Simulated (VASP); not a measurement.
Input of a VASP 6.6.1 run:

The input INCAR:

```
SYSTEM = Be
  PREC = Accurate
  ENCUT = 600
  EDIFF = 1E-6
  ISMEAR = -1
  SIGMA = 0.1
  LREAL = .FALSE.
  LASPH = .TRUE.
  NELM = 120
  ALGO = Normal
  ISIF = 2
  LWAVE = .FALSE.
  LCHARG = .FALSE.
  GGA = CA
  NBANDS = 12
  GGA_COMPAT = .FALSE.
```

Contents of KPOINTS:

```
regular mesh
0
G
  4 4 6
  0 0 0
```

The input POSCAR:

```
Be
1.0
    3.7468100000      0.0000000000      0.0000000000
    0.0000000000      3.7468100000      0.0000000000
    0.0000000000      0.0000000000      2.2812800000
Be
4
Direct
    0.2974100000      0.2974100000      0.0000000000
    0.7025900000      0.7025900000      0.0000000000
    0.2025900000      0.7974100000      0.5000000000
    0.7974100000      0.2025900000      0.5000000000
```

Potentials or basis: VASP PAW LDA potentials, release 64 (Be).

The run is started by

```sh
$ cat potpaw_LDA.64/Be/POTCAR > POTCAR
$ mpirun -np 1 vasp_std > vasp.out
```

(1) Predict the band gap on the k mesh.

(2) Predict the pressure.

(3) Predict the largest force.

## Answers

(1) zero (band 4 reaches 7.54 eV, above the bottom of band 5 at 5.59 eV).

(2) -5.0 GPa.

(3) 0.019 eV/Å.

Caveat: the k points lie up to 0.46 Å⁻¹ apart.
